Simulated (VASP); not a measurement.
# HfNbTe4 (P-3m1) in VASP: single point with PBE

Aim: the single point of HfNbTe4 with PBE.

All numbers are computed with VASP 6.6.1; they aren't measurements. Logs are shortened: lines on timing, memory, paths and dates and some standing lists are left out, and cuts for length are marked.

## Step 1: The cell of the first run

The structure is trigonal, space group P-3m1 (No. 164). Conventional cell: a = 3.822 Å, b = 3.822 Å, c = 14.316 Å, α = 90.00°, β = 90.00°, γ = 120.00°. Hf (site symmetry -3m) has 6 Te at 2.87 Å and 6 Hf at 3.82 Å within 3.9 Å. Nb (site symmetry -3m) has 6 Te at 2.84 Å and 6 Nb at 3.82 Å within 3.9 Å. Te (site symmetry 3m) has 3 Hf at 2.87 Å and 6 Te at 3.82 Å within 3.9 Å. Within 3.9 Å of Te (site symmetry 3m) lie 3 Nb at 2.84 Å and 6 Te at 3.82 Å.

## Step 2: Single point, PBE

Contents of POSCAR:

```
HfNbTe4
1.0
    3.8222310476      0.0000000000      0.0000000000
   -1.9111155238      3.3101491864      0.0000000000
    0.0000000000      0.0000000000     14.3160767814
Hf Nb Te
1 1 4
Direct
    0.0000000000      0.0000000000      0.5000000000
    0.0000000000      0.0000000000      0.0000000000
    0.6666666667      0.3333333333      0.6286624474
    0.6666666667      0.3333333333      0.1245415323
    0.3333333333      0.6666666667      0.8754584677
    0.3333333333      0.6666666667      0.3713375526
```

Contents of INCAR.step1:

```
SYSTEM = HfNbTe4
PREC = Accurate ; ENCUT = 520
EDIFF = 1E-7 ; ISMEAR = 0
SIGMA = 0.1 ; LREAL = .False.
LASPH = .True. ; NELM = 60
ALGO = Normal ; ISIF = 2
LWAVE = .False. ; LCHARG = .True.
LMAXMIX = 4 ; GGA = PE
NBANDS = 32
```

Contents of KPOINTS.step1:

```
Automatic mesh
0
Gamma
  12 12 4
  0 0 0
```

Contents of INCAR.step2:

```
SYSTEM = HfNbTe4
PREC = Accurate ; ENCUT = 520
EDIFF = 1E-7 ; ISMEAR = -5
SIGMA = 0.1 ; LREAL = .False.
LASPH = .True. ; NELM = 60
ALGO = Normal ; ISIF = 2
LWAVE = .False. ; LCHARG = .False.
LMAXMIX = 4 ; GGA = PE
LORBIT = 10 ; NBANDS = 32
NEDOS = 1001 ; ICHARG = 11
```

Contents of KPOINTS.step2:

```
Automatic mesh
0
Gamma
  18 18 6
  0 0 0
```

Potentials or basis: VASP PAW PBE potentials, release 64 (Hf_pv, Nb_sv, Te).

Command:

```bash
$ cat potpaw_PBE.64/Hf_pv/POTCAR potpaw_PBE.64/Nb_sv/POTCAR potpaw_PBE.64/Te/POTCAR > POTCAR
$ cp INCAR.step1 INCAR
$ cp KPOINTS.step1 KPOINTS
$ mpirun -np 1 vasp_std > vasp.out
$ cp INCAR.step2 INCAR
$ cp KPOINTS.step2 KPOINTS
$ mpirun -np 1 vasp_std > vasp.out
```

OUTCAR:

```text
SYSTEM = HfNbTe4
   PREC = Accurate
   ENCUT = 520
   EDIFF = 1E-7
   ISMEAR = -5
   LREAL = .False.
   LASPH = .True.
   NELM = 60
   ISIF = 2
   GGA = PE
   LORBIT = 10
   ICHARG = 11

 ion  position               nearest neighbor table
   1  0.000  0.000  0.500-   3 2.87   6 2.87   3 2.87   6 2.87   3 2.87   6 2.87
   2  0.000  0.000  0.000-   4 2.84   5 2.84   4 2.84   5 2.84   4 2.84   5 2.84
   3  0.667  0.333  0.629-   1 2.87   1 2.87   1 2.87
   4  0.667  0.333  0.125-   2 2.84   2 2.84   2 2.84
   5  0.333  0.667  0.875-   2 2.84   2 2.84   2 2.84
   6  0.333  0.667  0.371-   1 2.87   1 2.87   1 2.87

  LATTYP: Found a hexagonal cell.
 ALAT       =     3.8222310476
 C/A-ratio  =     3.7454765563

  Lattice vectors:

 A1 = (   3.8222310476,   0.0000000000,   0.0000000000)
 A2 = (  -1.9111155238,   3.3101491864,   0.0000000000)
 A3 = (   0.0000000000,   0.0000000000,  14.3160767814)

Analysis of symmetry for initial positions (statically):
=====================================================================
 Subroutine PRICEL returns:
 Original cell was already a primitive cell.

 Routine SETGRP: Setting up the symmetry group for a
 hexagonal supercell.

 Subroutine GETGRP returns: Found 12 space group operations
 (whereof 12 operations were pure point group operations)
 out of a pool of 24 trial point group operations.

The static configuration has the point symmetry D_3d.

Analysis of symmetry for dynamics (positions and initial velocities):
=====================================================================
 Subroutine PRICEL returns:
 Original cell was already a primitive cell.

 Routine SETGRP: Setting up the symmetry group for a
 hexagonal supercell.

 Subroutine GETGRP returns: Found 12 space group operations
 (whereof 12 operations were pure point group operations)
 out of a pool of 24 trial point group operations.

The dynamic configuration has the point symmetry D_3d.

 Subroutine INISYM returns: Found 12 space group operations
 (whereof 12 operations are pure point group operations),
 and found     1 'primitive' translations

----------------------------------------------------------------------------------------

                                     Primitive cell

  volume of cell :     181.1292

  direct lattice vectors                    reciprocal lattice vectors
[... 107 lines left out ...]
   PSTRESS=    0.0 pullay stress
   NELECT =      47.0000    total number of electrons
   NUPDOWN=      -1.0000    fix difference up-down
   EMIN   =  10.00;   EMAX   =-10.00  energy-range for DOS
   EFERMI =   0.00;   METHOD = LEGACY
   ISMEAR =    -5;   SIGMA  =   0.10  broadening in eV -4-tet -1-fermi 0-gaus
   EFERMI_NEDOS =   21; number of points for ismear=-14 and -15
   IALGO  =     38    algorithm
   IMIX   =      4    mixing-type and parameters
     AMIX     =   0.40;   BMIX     =  1.00
     AMIX_MAG =   1.60;   BMIX_MAG =  1.00
  volume/ion in A,a.u.               =      30.19       203.72
  Fermi-wavevector in a.u.,A,eV,Ry     =   1.044186  1.973226 14.834769  1.090325
  Thomas-Fermi vector in A             =   2.178928
   LORBIT       =     10    0 simple, 1 ext, 2 COOP (PROOUT), +10 PAW based schemes
   GGA     = PE    functional components
   LHFCALC =     F    Hartree Fock is set to
   AEXX    =    0.0000 exact exchange contribution
   IVDW    =     0    specifies the selected vdW correction
   LEPSILON=     F    determine dielectric tensor
   LRPA    =     F    only Hartree local field effects (RPA)
 non-spin polarized calculation
 Fermi weights with tetrahedron method with Bloechl corrections
  energy-cutoff  :      520.00
  volume of cell :      181.13
 maximum number of plane-waves:      4923

 number of electron      47.0000002 magnetization

 Free energy of the ion-electron system (eV)
  ---------------------------------------------------
  ext. energy  EPLUGINS =         0.00000000
  ---------------------------------------------------
  free energy    TOTEN  =       -36.32407728 eV

  energy without entropy =      -36.32407728  energy(sigma->0) =      -36.32407728

 E-fermi :   5.9294     XC(G=0):  -9.5058

 val. band max:        5.9309469700   @ k =  -0.1111   0.2778   0.1667
 cond. band min:       5.8793407375   @ k =   0.3889   0.0000   0.0000
 fundamental gap:     -0.0516062326
 Fermi energy:         5.9293707042

 k-point     1 :       0.0000    0.0000    0.0000
  band No.  band energies     occupation
      1     -49.6645      2.00000
      2     -25.7149      2.00000
      3     -25.7149      2.00000
      4     -25.6407      2.00000
      5     -25.4046      2.00000
      6     -25.4046      2.00000
[... 829 lines left out ...]
     31       9.0162      0.00000
     32       9.6788      0.00000

 [... further k-points ...]

------------------------ aborting loop because EDIFF is reached ----------------------------------------

  FORCE on cell =-STRESS in cart. coord.  units (eV):
  Direction    XX          YY          ZZ          XY          YZ          ZX
  --------------------------------------------------------------------------------------
  -------------------------------------------------------------------------------------
  Total        0.3735998      0.3735998      0.5177851      0.0000000      0.0000000      0.0000000
  in kB        3.3046746      3.3046746      4.5800650      0.0000000      0.0000000      0.0000000
  external PRESSURE =       3.7298047 kB  Pullay stress =       0.0000000 kB

 VOLUME and BASIS-vectors are now :
 -----------------------------------------------------------------------------
  energy-cutoff  :      520.00
  volume of cell :      181.13
      direct lattice vectors                 reciprocal lattice vectors
     3.822231048  0.000000000  0.000000000     0.261627303  0.151050594  0.000000000
    -1.911115524  3.310149186  0.000000000     0.000000000  0.302101187  0.000000000
     0.000000000  0.000000000 14.316076781     0.000000000  0.000000000  0.069851539

 POSITION                                       TOTAL-FORCE (eV/Angst)
 -----------------------------------------------------------------------------------
      0.00000      0.00000      7.15804         0.000000      0.000000      0.000000
      0.00000      0.00000      0.00000         0.000000      0.000000      0.000000
      1.91112      1.10338      8.99998         0.000000      0.000000      0.026699
      1.91112      1.10338      1.78295         0.000000      0.000000     -0.043770
     -0.00000      2.20677     12.53313        -0.000000      0.000000      0.043770
     -0.00000      2.20677      5.31610        -0.000000      0.000000     -0.026699
 -----------------------------------------------------------------------------------
    total drift:                                0.000000     -0.000000      0.000000

  FREE ENERGIE OF THE ION-ELECTRON SYSTEM (eV)
  ---------------------------------------------------
  free  energy   TOTEN  =       -36.3240772803 eV

  energy  without entropy=      -36.3240772803  energy(sigma->0) =      -36.32407728

 total charge

# of ion       s       p       d       tot
------------------------------------------
    1        0.299   6.410   1.470   8.179
    2        2.148   5.992   2.419  10.560
    3        1.377   2.025   0.036   3.439
    4        1.382   1.976   0.045   3.403
    5        1.382   1.976   0.045   3.403
    6        1.377   2.025   0.036   3.439
--------------------------------------------------
tot          7.967  20.404   4.051  32.422
```

OUTCAR.step1:

```text
SYSTEM = HfNbTe4
   PREC = Accurate
   ENCUT = 520
   EDIFF = 1E-7
   ISMEAR = 0
   LREAL = .False.
   LASPH = .True.
   NELM = 60
[... 1076 lines left out ...]
      1.91112      1.10338      1.78295        -0.000000      0.000000     -0.007508
     -0.00000      2.20677     12.53313         0.000000     -0.000000      0.007508
     -0.00000      2.20677      5.31610        -0.000000      0.000000      0.022776
 -----------------------------------------------------------------------------------
    total drift:                               -0.000000     -0.000000      0.000000

  FREE ENERGIE OF THE ION-ELECTRON SYSTEM (eV)
  ---------------------------------------------------
  free  energy   TOTEN  =       -36.3402835557 eV

  energy  without entropy=      -36.3269934309  energy(sigma->0) =      -36.33363849
```

OSZICAR.step1:

```text
N       E                     dE             d eps       ncg     rms          rms(c)
DAV:   1     0.299094488796E+03    0.29909E+03   -0.20685E+04  4616   0.126E+03
DAV:   2    -0.150393804022E+02   -0.31413E+03   -0.30103E+03  6064   0.329E+02
DAV:   3    -0.367041941106E+02   -0.21665E+02   -0.21133E+02  6600   0.729E+01
[... 18 lines left out ...]
DAV:  22    -0.363402846646E+02    0.76142E-06   -0.49569E-07  5296   0.362E-03    0.260E-02
DAV:  23    -0.363402839284E+02    0.73616E-06   -0.39159E-07  5120   0.325E-03    0.133E-02
DAV:  24    -0.363402837542E+02    0.17416E-06   -0.54045E-08  3120   0.187E-03    0.960E-03
DAV:  25    -0.363402836476E+02    0.10666E-06   -0.30708E-08  2920   0.140E-03    0.499E-03
DAV:  26    -0.363402835557E+02    0.91934E-07   -0.21996E-08  2816   0.132E-03
   1 F= -.36340284E+02 E0= -.36333638E+02  d E =-.132901E-01
```

Wall time 23 min (1 thread of Intel Xeon Platinum 8488C (Sapphire Rapids), shared host); peak memory 1.1 GiB.

Results:

```
Valence electrons inside the program's atomic spheres : Hf 8.18; Nb 10.56; Te 3.44, 3.40 (each value once)
```

Caveat: spin-orbit coupling is left out, which moves the levels of the heavy elements; this functional lacks dispersion, which binds layers or chains, so the pressure and a relaxed spacing across them are unreliable; an odd number of electrons without spin polarisation forces a metal; a magnetic or distorted state may lie lower.
